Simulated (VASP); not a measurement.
# Pd (P6_3/mmc) in VASP: a series of runs

Pd is run at these levels: LDA; tasks: single point, relaxation of cell and atoms.

Everything below comes from runs of VASP 6.6.1. Logs are shortened: lines on timing, memory, paths and dates and some standing lists are left out, and cuts for length are marked.

## Step 1: The cell of the first run

It takes space group P6_3/mmc (No. 194, hexagonal). Conventional cell: a = 2.690 Å, b = 2.690 Å, c = 4.533 Å, α = 90.00°, β = 90.00°, γ = 120.00°. Pd (site symmetry -6m2) has 12 Pd at 2.69 to 2.75 Å within 3.5 Å.

## Step 2: Single point, LDA

Input file INCAR:

```
ALGO = Normal ; EDIFF = 1E-6
ENCUT = 500 ; GGA = CA
GGA_COMPAT = False ; ISIF = 2
ISMEAR = 1 ; LASPH = True
LCHARG = True ; LELF = True
LREAL = False ; LVHAR = True
LWAVE = False ; NBANDS = 17
NELM = 120 ; PREC = Accurate
SIGMA = 0.05
```

Input file KPOINTS:

```
k-points
0
Gamma
  8 8 5
```

Input file POSCAR:

```
Pd
1.0
    2.6903646011      0.0000000000      0.0000000000
   -1.3451823006      2.3299240900      0.0000000000
    0.0000000000      0.0000000000      4.5329557731
Pd
2
Direct
    0.3333333333      0.6666666667      0.2500000000
    0.6666666667      0.3333333333      0.7500000000
```

Potentials or basis: VASP PAW LDA potentials, release 64 (Pd).

The run is started by

```sh
$ cat potpaw_LDA.64/Pd/POTCAR > POTCAR
$ mpirun -np 1 vasp_std > vasp.out
```

OUTCAR:

```text
EDIFF = 1E-6
   ENCUT = 500
   GGA = CA
   ISIF = 2
   ISMEAR = 1
   LASPH = True
   LREAL = False
   NELM = 120
   PREC = Accurate

 ion  position               nearest neighbor table
   1  0.333  0.667  0.250-   2 2.75   2 2.75   2 2.75   2 2.75   2 2.75   2 2.75
   2  0.667  0.333  0.750-   1 2.75   1 2.75   1 2.75   1 2.75   1 2.75   1 2.75

  LATTYP: Found a hexagonal cell.
 ALAT       =     2.6903646011
 C/A-ratio  =     1.6848853019

  Lattice vectors:

 A1 = (   2.6903646011,   0.0000000000,   0.0000000000)
 A2 = (  -1.3451823006,   2.3299240900,   0.0000000000)
 A3 = (   0.0000000000,   0.0000000000,   4.5329557731)

Analysis of symmetry for initial positions (statically):
=====================================================================
 Subroutine PRICEL returns:
 Original cell was already a primitive cell.

 Routine SETGRP: Setting up the symmetry group for a
 hexagonal supercell.

 Subroutine GETGRP returns: Found 24 space group operations
 (whereof 12 operations were pure point group operations)
 out of a pool of 24 trial point group operations.

The static configuration has the point symmetry D_3d.
 The point group associated with its full space group is D_6h.

Analysis of symmetry for dynamics (positions and initial velocities):
=====================================================================
 Subroutine PRICEL returns:
 Original cell was already a primitive cell.

 Routine SETGRP: Setting up the symmetry group for a
 hexagonal supercell.

 Subroutine GETGRP returns: Found 24 space group operations
 (whereof 12 operations were pure point group operations)
 out of a pool of 24 trial point group operations.

The dynamic configuration has the point symmetry D_3d.
 The point group associated with its full space group is D_6h.

 Subroutine INISYM returns: Found 24 space group operations
 (whereof 12 operations are pure point group operations),
 and found     1 'primitive' translations

----------------------------------------------------------------------------------------

                                     Primitive cell

  volume of cell :      28.4141

  direct lattice vectors                    reciprocal lattice vectors
     2.690364601  0.000000000  0.000000000     0.371696832  0.214599266  0.000000000
[... 77 lines left out ...]
   PREC   = accura    normal or accurate (medium, high low for compatibility)
   ISTART =      0    job   : 0-new  1-cont  2-samecut
   ICHARG =      2    charge: 1-file 2-atom 10-const
   ISPIN  =      1    spin polarized calculation?
   LNONCOLLINEAR =      F non collinear calculations
   LSORBIT =      F    spin-orbit coupling
   LASPH  =      T    aspherical Exc in radial PAW
   ENCUT  =  500.0 eV  36.75 Ry    6.06 a.u.   4.91  4.91  8.26*2*pi/ulx,y,z
   NELM   =    120;   NELMIN=  2; NELMDL= -5     # of ELM steps
   EDIFF  = 0.1E-05   stopping-criterion for ELM
   LREAL  =      F    real-space projection
   EDIFFG = 0.1E-04   stopping-criterion for IOM
   NSW    =      0    number of steps for IOM
   IBRION =     -1    ionic relax: 0-MD 1-quasi-New 2-CG
   NFREE  =      0    steps in history (QN), initial steepest desc. (CG)
   ISIF   =      2    stress and relaxation
   ISYM   =      2    0-nonsym 1-usesym 2-fastsym
   POTIM  = 0.5000    time-step for ionic-motion
   TEBEG  =    0.0;   TEEND  =   0.0 temperature during run
   PSTRESS=    0.0 pullay stress
   NELECT =      20.0000    total number of electrons
   NUPDOWN=      -1.0000    fix difference up-down
   EMIN   =  10.00;   EMAX   =-10.00  energy-range for DOS
   EFERMI =   0.00;   METHOD = LEGACY
   ISMEAR =     1;   SIGMA  =   0.05  broadening in eV -4-tet -1-fermi 0-gaus
   EFERMI_NEDOS =   21; number of points for ismear=-14 and -15
   IALGO  =     38    algorithm
   IMIX   =      4    mixing-type and parameters
     AMIX     =   0.40;   BMIX     =  1.00
     AMIX_MAG =   1.60;   BMIX_MAG =  1.00
  volume/ion in A,a.u.               =      14.21        95.87
  Fermi-wavevector in a.u.,A,eV,Ry     =   1.456264  2.751939 28.853930  2.120704
  Thomas-Fermi vector in A             =   2.573202
   LORBIT       =      0    0 simple, 1 ext, 2 COOP (PROOUT), +10 PAW based schemes
   GGA     = CA    functional components
   LHFCALC =     F    Hartree Fock is set to
   AEXX    =    0.0000 exact exchange contribution
   IVDW    =     0    specifies the selected vdW correction
   LEPSILON=     F    determine dielectric tensor
   LRPA    =     F    only Hartree local field effects (RPA)
 non-spin polarized calculation
 Methfessel and Paxton  Order N= 1 SIGMA  =   0.05
  energy-cutoff  :      500.00
  volume of cell :       28.41
 maximum number of plane-waves:       742
 NGX is ok and might be reduce to    20
   NGX =  9   NGY =  9   NGZ = 17

 number of electron      19.9999992 magnetization

 Free energy of the ion-electron system (eV)
  ---------------------------------------------------
  ext. energy  EPLUGINS =         0.00000000
  ---------------------------------------------------
  free energy    TOTEN  =       -12.90228543 eV

  energy without entropy =      -12.90245664  energy(sigma->0) =      -12.90234250

 E-fermi :  10.2823     XC(G=0): -13.7444

 val. band max:       10.2805513748   @ k =   0.3750   0.0000   0.0000
 cond. band min:      10.2877440074   @ k =   0.5000   0.0000   0.4000
 fundamental gap:      0.0071926327
 Fermi energy:        10.2823344266

 k-point     1 :       0.0000    0.0000    0.0000
  band No.  band energies     occupation
      1       2.7157      2.00000
      2       4.5732      2.00000
      3       7.0204      2.00000
      4       7.2909      2.00000
      5       7.2909      2.00000
      6       7.6563      2.00000
[... 457 lines left out ...]
      4       6.0588      2.00000
      5       8.2698      2.00000
      6       8.5912      2.00000
[... 9 lines left out ...]
     16      27.3250      0.00000
     17      27.3671      0.00000

 [... further k-points ...]
[... 5 lines left out ...]
  --------------------------------------------------------------------------------------
  -------------------------------------------------------------------------------------
  Total        0.0648066      0.0648066      0.0490417     -0.0000000      0.0000000      0.0000000
  in kB        3.6542257      3.6542257      2.7652961     -0.0000000      0.0000000      0.0000000
  external PRESSURE =       3.3579158 kB  Pullay stress =       0.0000000 kB

 VOLUME and BASIS-vectors are now :
 -----------------------------------------------------------------------------
  energy-cutoff  :      500.00
  volume of cell :       28.41
      direct lattice vectors                 reciprocal lattice vectors
     2.690364601  0.000000000  0.000000000     0.371696832  0.214599266  0.000000000
    -1.345182301  2.329924090  0.000000000     0.000000000  0.429198532  0.000000000
     0.000000000  0.000000000  4.532955773     0.000000000  0.000000000  0.220606609

 POSITION                                       TOTAL-FORCE (eV/Angst)
 -----------------------------------------------------------------------------------
     -0.00000      1.55328      1.13324         0.000000      0.000000      0.000000
      1.34518      0.77664      3.39972        -0.000000     -0.000000      0.000000
 -----------------------------------------------------------------------------------
    total drift:                               -0.000000      0.000000     -0.000000

  FREE ENERGIE OF THE ION-ELECTRON SYSTEM (eV)
  ---------------------------------------------------
  free  energy   TOTEN  =       -12.9022854261 eV

  energy  without entropy=      -12.9024566414  energy(sigma->0) =      -12.90234250
```

OSZICAR:

```text
N       E                     dE             d eps       ncg     rms          rms(c)
DAV:   1     0.106877597806E+03    0.10688E+03   -0.10229E+04  1020   0.113E+03
DAV:   2    -0.117826252414E+02   -0.11866E+03   -0.11200E+03  1043   0.255E+02
DAV:   3    -0.135741196113E+02   -0.17915E+01   -0.17825E+01  1233   0.349E+01
DAV:   4    -0.135849922492E+02   -0.10873E-01   -0.10872E-01  1229   0.262E+00
DAV:   5    -0.135851541441E+02   -0.16189E-03   -0.16189E-03  1246   0.339E-01    0.129E+01
DAV:   6    -0.129437443680E+02    0.64141E+00   -0.13444E+00  1068   0.120E+01    0.613E+00
DAV:   7    -0.129112510599E+02    0.32493E-01   -0.13688E-02  1264   0.106E+00    0.289E+00
DAV:   8    -0.129022747400E+02    0.89763E-02   -0.23815E-03  1132   0.413E-01    0.111E-01
DAV:   9    -0.129022804758E+02   -0.57358E-05   -0.37106E-05  1259   0.542E-02    0.362E-02
DAV:  10    -0.129022848655E+02   -0.43897E-05   -0.33796E-06  1195   0.154E-02    0.755E-03
DAV:  11    -0.129022854261E+02   -0.56055E-06   -0.26506E-07   578   0.445E-03
   1 F= -.12902285E+02 E0= -.12902342E+02  d E =0.171215E-03
```

stdout:

```text
POSCAR found type information on POSCAR Pd
 POSCAR found :  1 types and       2 ions
 scaLAPACK will be used
 LDA part: xc-table for (Slater(with rela. corr.)+CA(PZ))
 , standard interpolation
 POSCAR, INCAR and KPOINTS ok, starting setup
 FFT: planning ... GRIDC
 FFT: planning ... GRID_SOFT
 FFT: planning ... GRID
 WAVECAR not read
 entering main loop
```

Wall time 7.4 s (1 thread of Intel Xeon 6975P-C (Granite Rapids), shared host); peak memory 0.13 GiB.

Results:

```
Free energy            : -12.9023 eV
Pressure               : 0.3 GPa
Band gap on the k mesh : zero (band 10 reaches 10.51 eV, above the bottom of band 11 at 9.71 eV)
```

Stress tensor (GPa, compression positive):
```
0.37 0.00 0.00
0.00 0.37 0.00
0.00 0.00 0.28
```

## Step 3: Relaxation of cell and atoms, LDA

This run uses another cell than the first one, of 14.71 Å³/atom, 1.035 times its volume.

Input file INCAR:

```
SYSTEM = Pd
ALGO     = Normal         ! electronic algorithm
EDIFF    = 1E-7           ! SCF threshold, eV
EDIFFG   = -0.03          ! ionic threshold
ENCUT    = 500            ! plane-wave cutoff, eV
GGA_COMPAT= .FALSE.      
IBRION   = 2              ! ionic algorithm
ISIF     = 3              ! what is computed and relaxed
ISMEAR   = 1              ! smearing method
LASPH    = .TRUE.         ! aspherical terms in the spheres
LCHARG   = .FALSE.        ! write CHGCAR
LREAL    = .FALSE.        ! projectors in reciprocal space
LWAVE    = .FALSE.        ! write WAVECAR
NELM     = 120            ! most SCF steps
NELMIN   = 4            
NSW      = 80             ! ionic steps
PREC     = Accurate       ! precision mode
SIGMA    = 0.05           ! smearing width, eV
```

Input file KPOINTS:

```
k-points
0
G
  8 8 5
  0 0 0
```

Input file POSCAR:

```
Pd
1.0
    2.7500000000      0.0000000000      0.0000000000
   -1.3750000000      2.3815698604      0.0000000000
    0.0000000000      0.0000000000      4.4907500000
Pd
2
Direct
    0.3333333333      0.6666666667      0.2500000000
    0.6666666667      0.3333333333      0.7500000000
```

Potentials or basis: VASP PAW LDA potentials, release 64 (Pd).

The run is started by

```sh
$ cat potpaw_LDA.64/Pd/POTCAR > POTCAR
$ mpirun -np 1 vasp_std > vasp.out
```

Wall time 20 s (1 thread of Intel Xeon 6975P-C (Granite Rapids), shared host); peak memory 0.14 GiB.

It converged, with:

```
Free energy                            : -12.9027 eV
Relaxed volume                         : 14.21 Å³/atom
Relaxed cell                           : a = 2.691 Å, b = 2.691 Å, c = 4.534 Å, α = 90.00°, β = 90.00°, γ = 120.00°
Space group after relaxing (to 0.05 Å) : P6_3/mmc (No. 194)
Energy gained by relaxing              : 15.8 meV/atom
Ionic steps                            : 6
Pressure after relaxing                : 0.2 GPa
Band gap on the k mesh                 : zero (band 10 reaches 10.50 eV, above the bottom of band 11 at 9.70 eV)
```

The path:
```
step  energy change (eV)  largest force (eV/Å)  pressure (GPa)  volume (Å³)
   1              0.0000                0.0000           -6.75        29.41
   2              0.0400                0.0000           15.14        26.85
   3             -0.0263                0.0000            0.56        28.37
   4             -0.0263                0.0000            0.72        28.35
   5             -0.0312                0.0000            0.29        28.41
   6             -0.0315                0.0000            0.20        28.43
```

Final structure:
```
CELL_PARAMETERS angstrom
2.69074 0.00000 0.00000
-1.34537 2.33025 0.00000
0.00000 0.00000 4.53418
ATOMIC_POSITIONS crystal
Pd 0.33333 0.66667 0.25000
Pd 0.66667 0.33333 0.75000
```

Levels at points of the mesh, in eV from the Fermi level:
```
           k point  band 8  band 9  band 10  band 11  band 12  band 13
(0.00, 0.00, 0.00)   -1.74   -1.74    -0.26    -0.26     0.56     7.05
(0.50, 0.00, 0.00)    0.01    0.03     0.23     2.65     4.69     9.78
```
